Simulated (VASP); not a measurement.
## Tl: single point with PBEsol

Tl:

```xyz
1
Lattice="-1.8737 1.8737 1.8737 1.8737 -1.8737 1.8737 1.8737 1.8737 -1.8737" Properties=species:S:1:pos:R:3 pbc="T T T"
Tl    0.0000    0.0000    0.0000
```

This cell differs from its parent crystal: volume scaled by 0.92.

* Program: VASP 6.6.1
* Task: single point
* Functional: PBEsol
* Potentials or basis: VASP PAW PBE potentials, release 64 (Tl_d)
* Cutoff: 520 eV
* k mesh: 13 × 13 × 13
* Occupations: fermi-dirac, width 0.1 eV
* Spin: no spin polarisation

```yaml
Pressure: 3.7 GPa
```

Levels at points of the mesh, in eV from the Fermi level:
```tsv
k point	band 4	band 5	band 6	band 7	band 8	band 9
(0.00, 0.00, 0.00)	-11.19	-11.19	-10.63	11.81	11.81	11.81
```

It took 8.6 s on 1 thread of Intel(R) Xeon(R) Platinum 8488C (Sapphire Rapids) (shared host), peak memory 0.15 GiB.

Caveat: the PAW data sets were made with another functional, which shifts forces and pressure a little; spin-orbit coupling is left out, which moves the levels of the heavy elements.
